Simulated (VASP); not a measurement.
# HC16 (a cell with a defect) in VASP: further runs, part 2 of 2

VASP 6.6.1. The steps go on from the part before.

### 3 Single point, PBEsol

INCAR

```
SYSTEM = HC16
PREC     = Accurate       ! precision mode
ENCUT    = 520            ! plane-wave cutoff, eV
EDIFF    = 1E-7           ! SCF threshold, eV
ISMEAR   = 0              ! smearing method
SIGMA    = 0.02           ! smearing width, eV
LREAL    = Auto         
LASPH    = .TRUE.         ! aspherical terms in the spheres
NELM     = 60             ! most SCF steps
ALGO     = Normal         ! electronic algorithm
ISIF     = 2              ! what is computed and relaxed
LWAVE    = .FALSE.        ! write WAVECAR
LCHARG   = .FALSE.        ! write CHGCAR
GGA      = PS             ! functional
NBANDS   = 46             ! bands
NELECT   = 64.0
```

KPOINTS

```
Automatic mesh
0
G
  3 3 3
  0 0 0
```

POSCAR

```
HC16
1.0
    0.0000000000      3.5700000000      3.5700000000
    3.5700000000      0.0000000000      3.5700000000
    3.5700000000      3.5700000000      0.0000000000
C H
16 1
Direct
   -0.0004254714     -0.0035116255      0.0152954844
    0.1308399121      0.1209941488      0.1293336120
   -0.0110505571     -0.0088889871      0.4940855427
    0.1350745016      0.1311650935      0.6343711171
   -0.0016001841      0.4933261605      0.0070191641
    0.1258115999      0.6182522143      0.1318229912
   -0.0067176371      0.4959740830      0.5041251360
    0.1246481152      0.6096346626      0.6288087245
    0.5039866409     -0.0064891348      0.0052836182
    0.6254967548      0.1220455088      0.1299307499
    0.5022441201     -0.0045366103      0.5037420132
    0.6220164124      0.1215047243      0.6299464080
    0.4994429131      0.4952769675      0.0057001460
    0.6247757821      0.6195378047      0.1299211201
    0.4987670635      0.4952786276      0.5031518681
    0.6201611858      0.6200347299      0.6317079521
    1.0644407981      0.8964833324     -0.2740992177
```

Potentials or basis: VASP PAW PBE potentials, release 64 (C, H).

Started as:

```sh
$ cat potpaw_PBE.64/C/POTCAR potpaw_PBE.64/H/POTCAR > POTCAR
$ mpirun -np 1 vasp_std > vasp.out
```

OUTCAR:

```text
SYSTEM = HC16
   PREC = Accurate
   ENCUT = 520
   EDIFF = 1E-7
   ISMEAR = 0
   LREAL = Auto
   LASPH = .TRUE.
   NELM = 60
   ISIF = 2
   GGA = PS
   NELECT = 64.0

 ion  position               nearest neighbor table
   1  1.000  0.996  0.015-   2 1.53  10 1.54   6 1.56   4 1.57
   2  0.131  0.121  0.129-   3 1.51   1 1.53   5 1.54   9 1.54
   3  0.989  0.991  0.494-  17 1.20   2 1.51  12 1.52   8 1.57   4 1.76
   4  0.135  0.131  0.634-  17 1.21   7 1.51  11 1.52   1 1.57   3 1.76
   5  0.998  0.493  0.007-   2 1.54  14 1.54   6 1.55   8 1.56
   6  0.126  0.618  0.132-   7 1.54  13 1.54   5 1.55   1 1.56
   7  0.993  0.496  0.504-   4 1.51   8 1.52   6 1.54  16 1.54
[... 887 lines left out ...]
  in kB     -169.6049697   -173.8504820   -173.5749778     36.8039810     26.1075753     37.2746256
  external PRESSURE =    -172.3434765 kB  Pullay stress =       0.0000000 kB

 VOLUME and BASIS-vectors are now :
 -----------------------------------------------------------------------------
  energy-cutoff  :      520.00
  volume of cell :       91.00
      direct lattice vectors                 reciprocal lattice vectors
     0.000000000  3.570000000  3.570000000    -0.140056022  0.140056022  0.140056022
     3.570000000  0.000000000  3.570000000     0.140056022 -0.140056022  0.140056022
     3.570000000  3.570000000  0.000000000     0.140056022  0.140056022 -0.140056022

 POSITION                                       TOTAL-FORCE (eV/Angst)
 -----------------------------------------------------------------------------------
      3.61207      3.62309      7.12594        -0.001484     -0.001174     -0.011269
      0.89367      0.92882      0.89905         0.001855      0.000823      0.008311
      5.30215      5.29443      7.06882        -0.000672      0.000959      0.017076
      2.73296      2.74692      0.95048        -0.000409     -0.011111     -0.003080
      1.78623      3.58935      5.32546         0.000904      0.002279     -0.002684
      2.67777      0.91976      2.65631        -0.001195     -0.005935     -0.000758
[... 9 lines left out ...]
      4.46872      4.46917      4.42750         0.002897      0.004813      0.005043
      5.79191      2.82152      3.43050         0.005810      0.022454     -0.023909
 -----------------------------------------------------------------------------------
    total drift:                                0.001866     -0.041631      0.048207

  FREE ENERGIE OF THE ION-ELECTRON SYSTEM (eV)
  ---------------------------------------------------
  free  energy   TOTEN  =      -163.8299117407 eV

  energy  without entropy=     -163.8299117407  energy(sigma->0) =     -163.82991174
```

stdout:

```text
POSCAR found type information on POSCAR C H
 POSCAR found :  2 types and      17 ions
 scaLAPACK will be used
 -----------------------------------------------------------------------------
|                                                                             |
|                                                                             |
|     You enforced a specific xc type in the INCAR file but a different       |
|     I HOPE YOU KNOW WHAT YOU ARE DOING!                                     |
|                                                                             |
 -----------------------------------------------------------------------------

 LDA part: xc-table for (Slater+PW92), standard interpolation
 POSCAR, INCAR and KPOINTS ok, starting setup
 FFT: planning ... GRIDC
 FFT: planning ... GRID_SOFT
 FFT: planning ... GRID
 WAVECAR not read
 entering main loop
 the old and the new charge density differ
 old charge density:    65.00000 new   64.00000
    0.158E+01
```

It took 98 s on 1 thread of Intel Xeon 6975P-C (Granite Rapids), shared host; peak memory 0.24 GiB.

Results:

| Quantity | Value |
| --- | --- |
| Free energy | -163.8299 eV |
| Largest force | 0.033 eV/Å |

Forces on the atoms (eV/Å):
```
C   -0.001 -0.001 -0.011
C    0.002  0.001  0.008
C   -0.001  0.001  0.017
C    0.000 -0.011 -0.003
C    0.001  0.002 -0.003
C   -0.001 -0.006 -0.001
C   -0.004 -0.007 -0.006
C    0.000  0.009  0.003
C   -0.001  0.004  0.002
C   -0.002 -0.009 -0.001
C   -0.009 -0.004  0.003
C    0.004 -0.004  0.000
C   -0.001 -0.002  0.003
C   -0.001  0.001  0.003
C    0.006 -0.001  0.004
C    0.003  0.005  0.005
H    0.006  0.022 -0.024
```

Caveat: the k points lie up to 0.51 Å⁻¹ apart; the cell carries a net charge on a neutralising background, which shifts energy and pressure; the cell is charged against a uniform background, so pressure and absolute levels hang on convention; the PAW data sets were made with another functional, which shifts forces and pressure a little.

### 4 Single point, PBEsol

INCAR

```
SYSTEM = HC16
  PREC = Accurate
  ENCUT = 520
  EDIFF = 1E-6
  ISMEAR = 0
  SIGMA = 0.02
  LREAL = Auto
  LASPH = .TRUE.
  NELM = 80
  ALGO = Normal
  ISIF = 2
  LWAVE = .FALSE.
  LCHARG = .FALSE.
  GGA = PS
  NBANDS = 46
  NELECT = 64.0
```

KPOINTS is that of step 3.

POSCAR

```
HC16
1.0
    0.0000000000      3.5700000000      3.5700000000
    3.5700000000      0.0000000000      3.5700000000
    3.5700000000      3.5700000000      0.0000000000
C H
16 1
Direct
   -0.0100165266      0.0266647059     -0.0102775910
    0.1207686275      0.1180826331      0.1319316527
   -0.0068962185     -0.0032626050      0.5051197479
    0.1210936975      0.1263782913      0.6229110644
   -0.0037889356      0.4878281513      0.0006410364
    0.1310859944      0.5978137255      0.1365156863
   -0.0050413165      0.4983519608      0.5032368347
    0.1217935574      0.6221294118      0.6264579832
    0.4931642857      0.0008107843     -0.0005847339
    0.6094163866      0.1365536415      0.1255780112
    0.4949595238      0.0024836134      0.4997012605
    0.6191471989      0.1254009804      0.6258037815
    0.4954928571      0.5064018207     -0.0056441176
    0.6180116246      0.6238194678      0.1268233894
    0.4950035014      0.4992967787      0.5004141457
    0.6195719888      0.6278120448      0.6212361345
    0.9004920168      0.8119780112      0.0620469188
```

Started as:

```sh
$ cat potpaw_PBE.64/C/POTCAR potpaw_PBE.64/H/POTCAR > POTCAR
$ mpirun -np 1 vasp_std > vasp.out
```

It took 2 min on 1 thread of Intel Xeon 6975P-C (Granite Rapids), shared host; peak memory 0.24 GiB.

The run converged. Its results:

```yaml
Free_energy: -163.8292 eV
Largest_force: 0.073 eV/Å
```

Forces on the atoms (eV/Å):
```
C   -0.003  0.031  0.003
C   -0.003  0.001  0.006
C    0.003 -0.010  0.011
C   -0.002  0.009  0.004
C    0.009 -0.009  0.002
C    0.013  0.013  0.039
C   -0.006  0.004 -0.001
C    0.002  0.006 -0.005
C   -0.001  0.002  0.002
C   -0.005  0.001  0.002
C    0.003  0.002  0.000
C    0.000  0.005  0.005
C    0.000  0.006 -0.013
C   -0.005 -0.001 -0.006
C   -0.008  0.001 -0.007
C   -0.003 -0.006  0.007
H    0.005 -0.054 -0.049
```

Levels at points of the mesh, in eV from the Fermi level:
```tsv
k point	band 29	band 30	band 31	band 32	band 33	band 34	band 35	band 36
(0.00, 0.00, 0.00)	-2.78	-0.44	-0.29	-0.16	2.61	2.87	4.00	4.17
```

Caveat: the k points lie up to 0.51 Å⁻¹ apart; the cell carries a net charge on a neutralising background, which shifts energy and pressure; the cell is charged against a uniform background, so pressure and absolute levels hang on convention; the PAW data sets were made with another functional, which shifts forces and pressure a little.

### 5 Single point, PBEsol

INCAR

```
ALGO     = Normal         # electronic algorithm
EDIFF    = 1E-6           # SCF threshold, eV
ENCUT    = 520            # plane-wave cutoff, eV
GGA      = PS             # functional
ISIF     = 2              # what is computed and relaxed
ISMEAR   = 0              # smearing method
LASPH    = T              # aspherical terms in the spheres
LCHARG   = F              # write CHGCAR
LREAL    = Auto         
LWAVE    = F              # write WAVECAR
NBANDS   = 46             # bands
NELECT   = 64.0         
NELM     = 60             # most SCF steps
PREC     = Accurate       # precision mode
SIGMA    = 0.02           # smearing width, eV
```

KPOINTS

```
k-points
0
Gamma
  3 3 3
```

POSCAR

```
HC16
1.0
    0.0000000000      3.5700000000      3.5700000000
    3.5700000000      0.0000000000      3.5700000000
    3.5700000000      3.5700000000      0.0000000000
C H
16 1
Direct
   -0.0192359944      0.0246654062      0.0001794118
    0.1228149860      0.1189855742      0.1285102241
   -0.0094761905      0.0009467787      0.5008305322
    0.1168959384      0.1369570028      0.6166205882
   -0.0083904762      0.4890599440      0.0044476190
    0.1264929972      0.5994053221      0.1387406162
   -0.0145595238      0.5063435574      0.5039001401
    0.1178456583      0.6238470588      0.6262845938
    0.4961186275     -0.0033956583      0.0012642857
    0.6142544818      0.1255502801      0.1293295518
    0.4910501401      0.0022159664      0.5029904762
    0.6169110644      0.1253172269      0.6273057423
    0.4945365546      0.4975427171      0.0036376751
    0.6175462185      0.6221450980      0.1298803922
    0.4916035014      0.4990586835      0.5031082633
    0.6124268908      0.6273591036      0.6280453782
    1.0692507003      0.8163084034     -0.1040467787
```

Started as:

```sh
$ cat potpaw_PBE.64/C/POTCAR potpaw_PBE.64/H/POTCAR > POTCAR
$ mpirun -np 1 vasp_std > vasp.out
```

It took 2.4 min on 1 thread of Intel Xeon 6975P-C (Granite Rapids), shared host; peak memory 0.24 GiB.

The run converged. Its results:

```yaml
Free_energy: -163.8283 eV
Largest_force: 0.048 eV/Å
```

Forces on the atoms (eV/Å):
```
C    0.000 -0.006  0.012
C   -0.015  0.013 -0.002
C    0.005 -0.006  0.001
C   -0.003  0.012 -0.005
C   -0.002 -0.010  0.006
C   -0.003  0.012 -0.001
C    0.022 -0.014  0.003
C    0.000  0.004  0.003
C    0.006 -0.008  0.008
C   -0.005  0.003 -0.008
C    0.006 -0.005  0.005
C   -0.002  0.006 -0.001
C    0.004  0.001  0.013
C   -0.005  0.007  0.004
C    0.007 -0.004  0.006
C    0.004  0.005 -0.003
H   -0.021 -0.010 -0.042
```

Levels at points of the mesh, in eV from the Fermi level:
```csv
k point,band 28,band 29,band 30,band 31,band 32,band 33,band 34,band 35,band 36,band 37
"(0.00, 0.00, 0.00)",-2.95,-2.81,-0.47,-0.32,-0.19,2.70,2.75,3.97,4.15,4.45
```

Caveat: the k points lie up to 0.51 Å⁻¹ apart; the cell carries a net charge on a neutralising background, which shifts energy and pressure; the cell is charged against a uniform background, so pressure and absolute levels hang on convention; the PAW data sets were made with another functional, which shifts forces and pressure a little.
